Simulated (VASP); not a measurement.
A run of VASP 6.6.1 is set up as follows.

File INCAR:

```
SYSTEM = Ru
ALGO     = Normal         ! electronic algorithm
EDIFF    = 1E-8           ! SCF threshold, eV
ENCUT    = 500            ! plane-wave cutoff, eV
GGA      = PE             ! functional
GGA_COMPAT= .False.      
IBRION   = 8              ! ionic algorithm
ISIF     = 2              ! what is computed and relaxed
ISMEAR   = -1             ! smearing method
LASPH    = .True.         ! aspherical terms in the spheres
LCHARG   = .False.        ! write CHGCAR
LREAL    = .False.        ! projectors in reciprocal space
LWAVE    = .False.        ! write WAVECAR
NBANDS   = 21             ! bands
NELM     = 120            ! most SCF steps
NSW      = 1              ! ionic steps
PREC     = Accurate       ! precision mode
SIGMA    = 0.15           ! smearing width, eV
```

File KPOINTS:

```
k-points
0
Gamma
  18 18 10
  0 0 0
```

The input POSCAR:

```
Ru
1.0
    2.7031559142      0.0000000000      0.0000000000
   -1.3515779571      2.3410016921      0.0000000000
    0.0000000000      0.0000000000      4.2709887322
Ru
2
Direct
    0.3333333333      0.6666666667      0.2500000000
    0.6666666667      0.3333333333      0.7500000000
```

Potentials or basis: VASP PAW PBE potentials, release 64 (Ru_pv).

The run is started by

```bash
$ cat potpaw_PBE.64/Ru_pv/POTCAR > POTCAR
$ mpirun -np 1 vasp_std > vasp.out
```

(1) What does it give for the highest phonon frequency at Γ?

Results:

(1) 262 cm⁻¹.

Caveat: the cell stands under pressure or tension, which shifts response properties.
